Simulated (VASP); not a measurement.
Wanted: the native input for a VASP 6.6.1 run.

```
Task                   : single point
Functional             : PBE
Potentials or basis    : VASP PAW PBE potentials, release 64 (Al)
Cutoff                 : 520 eV
k mesh                 : 17 × 17 × 9
Occupations            : fermi-dirac, width 0.08 eV
Spin                   : no spin polarisation
Dipole correction      : no
Further INCAR settings : ALGO = Normal; EDIFF = 1e-06; NBANDS = 10
```

The structure of Al lies in POSCAR:

```
Al
1.0
    2.6433327875      0.0000000000      0.0000000000
   -1.3216663938      2.2891933446      0.0000000000
    0.0000000000      0.0000000000      4.3285885294
Al
2
Direct
    0.3333333333      0.6666666667      0.2500000000
    0.6666666667      0.3333333333      0.7500000000
```

One way to write it, as run:

INCAR

```
ALGO = Normal ; EDIFF = 1E-6
ENCUT = 520 ; GGA = PE
ISIF = 2 ; ISMEAR = -1
LASPH = T ; LCHARG = F
LREAL = F ; LWAVE = F
NBANDS = 10 ; NELM = 80
PREC = Accurate ; SIGMA = 0.08
```

KPOINTS

```
k-points
0
Gamma
  17 17 9
```

Potentials or basis: VASP PAW PBE potentials, release 64 (Al).

Launch:

```bash
$ cat potpaw_PBE.64/Al/POTCAR > POTCAR
$ mpirun -np 1 vasp_std > vasp.out
```

Results of the run:

* Pressure: 30.1 GPa
* Band gap on the k mesh: zero (band 3 reaches 14.31 eV, above the bottom of band 4 at 7.39 eV)

Run time: 38 s on 1 thread of Intel Xeon 6975P-C, with other jobs on the host, peak memory 0.15 GiB.
